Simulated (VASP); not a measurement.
A run of VASP 6.6.1 is set up as follows.

Contents of INCAR:

```
ALGO = Normal
DIPOL = 0.5 0.5 0.500
EDIFF = 1E-6
ENCUT = 520
GGA = PS
IDIPOL = 3
ISIF = 2
ISMEAR = -1
LASPH = True
LCHARG = True
LDIPOL = True
LELF = True
LREAL = False
LVACPOTAV = True
LVHAR = True
LWAVE = False
NBANDS = 30
NELM = 60
PREC = Accurate
SIGMA = 0.1
```

File KPOINTS:

```
k-points
0
Gamma
  6 6 1
```

The input POSCAR:

```
Cs
1.0
    8.5489140040      0.0000000000      0.0000000000
   -4.2744570020      7.4035767022      0.0000000000
    0.0000000000      0.0000000000     26.9802000000
Cs
5
Direct
    0.8333333330      0.1666666670      0.3706429336
    0.1666666670      0.8333333330      0.4353214666
    0.5000000000      0.5000000000      0.5000000000
    0.8333333330      0.1666666670      0.5646785334
    0.1666666670      0.8333333330      0.6293570664
```

Potentials or basis: VASP PAW PBE potentials, release 64 (Cs_sv).

Run with:

```bash
$ cat potpaw_PBE.64/Cs_sv/POTCAR > POTCAR
$ mpirun -np 1 vasp_std > vasp.out
```

Q: What does it give for the band gap on the k mesh?

A: Zero (an odd number of electrons rules out a gap without spin polarisation).

Q: What does it give for the largest force?

A: 0.031 eV/Å.

Forces on the atoms (eV/Å):
```
Cs   0.000  0.000  0.031
Cs   0.000  0.000  0.014
Cs   0.000  0.000  0.000
Cs   0.000  0.000 -0.014
Cs   0.000  0.000 -0.031
```

Caveat: the PAW data sets were made with another functional, which shifts forces and pressure a little; spin-orbit coupling is left out, which moves the levels of the heavy elements.
